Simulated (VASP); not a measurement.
Input of a VASP 6.6.1 run:

INCAR

```
SYSTEM = Ru
ALGO     = Normal         ! electronic algorithm
EDIFF    = 1E-7           ! SCF threshold, eV
EDIFFG   = -0.005         ! ionic threshold
ENCUT    = 600            ! plane-wave cutoff, eV
GGA      = PE             ! functional
IBRION   = 2              ! ionic algorithm
ISIF     = 3              ! what is computed and relaxed
ISMEAR   = -1             ! smearing method
LASPH    = .True.         ! aspherical terms in the spheres
LCHARG   = .False.        ! write CHGCAR
LREAL    = .False.        ! projectors in reciprocal space
LWAVE    = .False.        ! write WAVECAR
NELM     = 80             ! most SCF steps
NSW      = 60             ! ionic steps
PREC     = Accurate       ! precision mode
PSTRESS  = -3.0         
SIGMA    = 0.05           ! smearing width, eV
```

The input KPOINTS:

```
k-points
0
Gamma
  17 17 16
  0 0 0
```

File POSCAR:

```
Ru
1.0
    2.6303897445      0.0000000000      0.0000000000
   -1.3151948722      2.2779843406      0.0000000000
    0.0000000000      0.0000000000      2.4725663598
Ru
1
Direct
    0.0000000000      0.0000000000      0.0000000000
```

Potentials or basis: VASP PAW PBE potentials, release 64 (Ru_pv).

The run is started by

```console
$ cat potpaw_PBE.64/Ru_pv/POTCAR > POTCAR
$ mpirun -np 1 vasp_std > vasp.out
```

What does it give for the relaxed cell?

a = 2.656 Å, b = 2.656 Å, c = 2.462 Å, α = 90.00°, β = 90.00°, γ = 120.00°.

Estimate the relaxed volume.

15.05 Å³/atom.

Step by step:
```
step  energy change (eV)  largest force (eV/Å)  pressure (GPa)  volume (Å³)
   1              0.0000                0.0000            3.74        14.82
   2              0.0132                0.0000           -8.82        15.63
   3             -0.0032                0.0000           -0.75        15.08
   4             -0.0039                0.0000           -0.25        15.05
   5             -0.0039                0.0000           -0.26        15.05
```

Caveat: the cell is relaxed towards a set pressure, so the enthalpy falls and the energy may rise.
